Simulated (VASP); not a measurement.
Wanted: the native input for a VASP 6.6.1 run.

* Task: single point
* Functional: r2SCAN
* Potentials or basis: VASP PAW PBE potentials, release 64 (Ni)
* Cutoff: 520 eV
* k mesh: 15 × 15 × 8
* Occupations: fermi-dirac, width 0.15 eV
* Spin: collinear spin, ferromagnetic start
* Starting moments: [2.0, 2.0] μB
* Dipole correction: no
* Further INCAR settings: ALGO = Normal; EDIFF = 1e-06; NBANDS = 21

The system is Ni.

```
CELL_PARAMETERS angstrom
2.44802 0.00000 0.00000
-1.22401 2.12005 0.00000
0.00000 0.00000 4.07281
ATOMIC_POSITIONS crystal
Ni 0.33333 0.66667 0.25000
Ni 0.66667 0.33333 0.75000
```

This isn't the form of Ni at room conditions, which is fcc.

One way to write it, as run:

POSCAR

```
Ni
1.0
    2.4480229000      0.0000000000      0.0000000000
   -1.2240114500      2.1200500200      0.0000000000
    0.0000000000      0.0000000000      4.0728075700
Ni
2
Direct
    0.3333333333      0.6666666667      0.2500000000
    0.6666666667      0.3333333333      0.7500000000
```

INCAR.step1

```
SYSTEM = Ni
PREC = Accurate
ENCUT = 520
ISMEAR = -1
SIGMA = 0.15
LREAL = .FALSE.
LASPH = .TRUE.
NELM = 150
ISPIN = 2
MAGMOM = 2 2
LMAXMIX = 4
NBANDS = 21
GGA = PE
ALGO = Normal
EDIFF = 1E-4
LWAVE = .TRUE.
LCHARG = .FALSE.
```

INCAR.step2

```
SYSTEM = Ni
PREC = Accurate
ENCUT = 520
EDIFF = 1E-6
ISMEAR = -1
SIGMA = 0.15
LREAL = .FALSE.
LASPH = .TRUE.
NELM = 150
ALGO = Normal
ISIF = 2
LWAVE = .FALSE.
LCHARG = .TRUE.
ISPIN = 2
MAGMOM = 2 2
LORBIT = 11
LMAXMIX = 4
METAGGA = R2SCAN
LMIXTAU = .TRUE.
LELF = .TRUE.
LVHAR = .TRUE.
NBANDS = 21
ISTART = 1
```

KPOINTS

```
regular mesh
0
G
  15 15 8
  0 0 0
```

Potentials or basis: VASP PAW PBE potentials, release 64 (Ni).

The run is started by

```bash
$ cat potpaw_PBE.64/Ni/POTCAR > POTCAR
$ cp INCAR.step1 INCAR
$ mpirun -np 1 vasp_std > vasp.out
$ cp INCAR.step2 INCAR
$ mpirun -np 1 vasp_std > vasp.out
```

It gave:

```yaml
Pressure: 0.1 GPa
Net_moment: 1.36 μB per cell
Site_moments: Ni +0.70 μB
Valence_electrons_inside_the_program's_atomic_spheres: Ni 9.40
```

Caveat: the PAW data sets were made with another functional, which shifts forces and pressure a little.

Wall time 4 min on 1 thread of Intel(R) Xeon(R) 6975P-C (Granite Rapids), on a shared host, peak memory 0.2 GiB.
